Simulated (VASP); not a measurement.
SrO:

```
CELL_PARAMETERS angstrom
0.00000 2.79228 2.79228
2.79228 0.00000 2.79228
2.79228 2.79228 0.00000
ATOMIC_POSITIONS crystal
Sr 0.00000 0.00000 0.00000
O 0.25000 0.25000 0.25000
```

Base run:

| Item | Value |
| --- | --- |
| Program | VASP 6.6.1 |
| Functional | r2SCAN |
| Potentials or basis | VASP PAW PBE potentials, release 64 (Sr_sv, O) |
| Cutoff | 660 eV |
| k mesh | 6 × 6 × 6 |
| Occupations | methfessel-paxton, width 0.05 eV |
| Spin | no spin polarisation |

Its results: band gap on the k mesh 2.91 eV (least direct gap 3.75 eV); pressure 0.4 GPa.

**Question.** The run is repeated on the same cell with these changes: occupations from methfessel-paxton, width 0.05 eV to gaussian, width 0.01 eV; dispersion from none to D4. What comes out?

**Answer.** Band gap on the k mesh 2.91 eV (least direct gap 3.75 eV); pressure -0.1 GPa.

Caveats: the PAW data sets were made with another functional, which shifts forces and pressure a little.

A k mesh can miss the band edges.
